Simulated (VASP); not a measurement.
Set up this calculation in VASP 6.6.1, as the native input.

```
Task                   : single point
Functional             : LDA
Potentials or basis    : VASP PAW LDA potentials, release 64 (Mn_pv, Hg)
Cutoff                 : 520 eV
k mesh                 : 9 × 9 × 9
Occupations            : gaussian, width 0.3 eV
Spin                   : collinear spin, ferromagnetic start
Starting moments       : [4.0, 0.0] μB
Dipole correction      : no
Further INCAR settings : ALGO = Normal; EDIFF = 1e-07; NBANDS = 24
```

The structure of MnHg lies in POSCAR:

```
MnHg
1.0
    3.2880000000      0.0000000000      0.0000000000
    0.0000000000      3.2880000000      0.0000000000
    0.0000000000      0.0000000000      3.3130000000
Mn Hg
1 1
Direct
    0.5000000000      0.5000000000      0.5000000000
    0.0000000000      0.0000000000      0.0000000000
```

These files were run (other wordings do the same):

INCAR

```
SYSTEM = MnHg
PREC     = Accurate       ! precision mode
ENCUT    = 520            ! plane-wave cutoff, eV
EDIFF    = 1E-7           ! SCF threshold, eV
ISMEAR   = 0              ! smearing method
SIGMA    = 0.3            ! smearing width, eV
LREAL    = .FALSE.        ! projectors in reciprocal space
LASPH    = .TRUE.         ! aspherical terms in the spheres
NELM     = 150            ! most SCF steps
ALGO     = Normal         ! electronic algorithm
ISIF     = 2              ! what is computed and relaxed
LWAVE    = .FALSE.        ! write WAVECAR
LCHARG   = .FALSE.        ! write CHGCAR
ISPIN    = 2              ! spin polarisation
MAGMOM   = 4 0            ! initial moments
LORBIT   = 11             ! projections on sites
LMAXMIX  = 4              ! l up to which the mixer works
GGA      = CA             ! functional
NBANDS   = 24             ! bands
```

KPOINTS

```
regular mesh
0
G
  9 9 9
  0 0 0
```

Potentials or basis: VASP PAW LDA potentials, release 64 (Mn_pv, Hg).

Launch:

```sh
$ cat potpaw_LDA.64/Mn_pv/POTCAR potpaw_LDA.64/Hg/POTCAR > POTCAR
$ mpirun -np 1 vasp_std > vasp.out
```

Results of the run:

```json
{"Pressure": "-8.9 GPa", "Net moment": "3.66 μB per cell", "Site moments": "Mn +3.56; Hg -0.04 μB", "Valence electrons inside the program's atomic spheres": "Mn 11.45; Hg 10.59"}
```

Caveat: the cell stands under tension; so wide a smearing shifts energies and pressures.

Wall time 2.4 min on 1 thread of Intel(R) Xeon(R) Platinum 8259CL CPU @ 2.50GHz (Skylake/Cascade Lake) (shared host), peak memory 0.21 GiB.
